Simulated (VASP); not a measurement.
H:

```
H
1.0
    -1.69153    1.69153    2.05847
     1.69153   -1.69153    2.05847
     1.69153    1.69153   -2.05847
H
2
Direct
  0.90986 0.90986 0.00000
  0.09014 0.09014 0.00000
```

```yaml
Program: VASP 6.6.1
Task: relaxation of cell and atoms
Functional: LDA
Potentials_or_basis: VASP PAW LDA potentials, release 64 (H)
Cutoff: 600 eV
k_mesh: 8 × 8 × 8
Occupations: gaussian, width 0.1 eV
Spin: no spin polarisation
```

At the start: pressure 0.9 GPa; volume 11.78 Å³/atom.

Question: How do energy, volume and symmetry change on relaxing?

Answer: Over 16 steps the energy falls by 22.2 meV/atom and the volume is 7.53 Å³/atom (-36.1 %); space group I4/mmm (No. 139, to 0.05 Å).

The path:
| step | energy change (eV) | largest force (eV/Å) | pressure (GPa) | volume (Å³) |
| --- | --- | --- | --- | --- |
| 1 | 0.0000 | 0.9651 | 0.87 | 23.56 |
| 2 | 0.0666 | 1.8924 | -4.44 | 23.78 |
| 3 | -0.0130 | 0.0224 | -0.81 | 23.62 |
| 4 | -0.0130 | 0.0056 | -0.76 | 23.62 |
| 5 | -0.0130 | 0.0225 | -0.73 | 23.62 |
| 6 | -0.0138 | 0.0241 | -0.73 | 23.46 |
| 7 | -0.0160 | 0.0296 | -0.72 | 22.99 |
| 8 | -0.0205 | 0.0437 | -0.69 | 22.07 |
| 9 | -0.0288 | 0.0839 | -0.57 | 20.31 |
| 10 | -0.0410 | 0.2110 | 0.07 | 17.07 |
| 11 | -0.0118 | 0.6494 | 5.19 | 11.66 |
| 12 | -0.0406 | 0.4713 | 0.99 | 15.98 |
| 13 | -0.0410 | 0.4476 | 0.95 | 15.94 |
| 14 | -0.0420 | 0.3783 | 0.82 | 15.81 |
| 15 | -0.0435 | 0.2434 | 0.57 | 15.55 |
| 16 | -0.0444 | 0.0124 | 0.09 | 15.05 |

Final structure:
```cif
data_structure
_symmetry_space_group_name_H-M 'P 1'
_symmetry_Int_Tables_number 1
_cell_length_a 2.7291
_cell_length_b 2.7291
_cell_length_c 2.7291
_cell_angle_alpha 116.420
_cell_angle_beta 116.420
_cell_angle_gamma 96.320
_cell_volume 15.05
loop_
_atom_site_label
_atom_site_type_symbol
_atom_site_fract_x
_atom_site_fract_y
_atom_site_fract_z
_atom_site_occupancy
H1 H 0.89405 0.89405 0.00000 1
H2 H 0.10595 0.10595 0.00000 1
```

Caveat: the volume moved by over 15 % at a fixed basis, so the end points are rough; the relaxation stopped at a loose force limit of 0.05 eV/Å, so its end isn't a converged minimum.
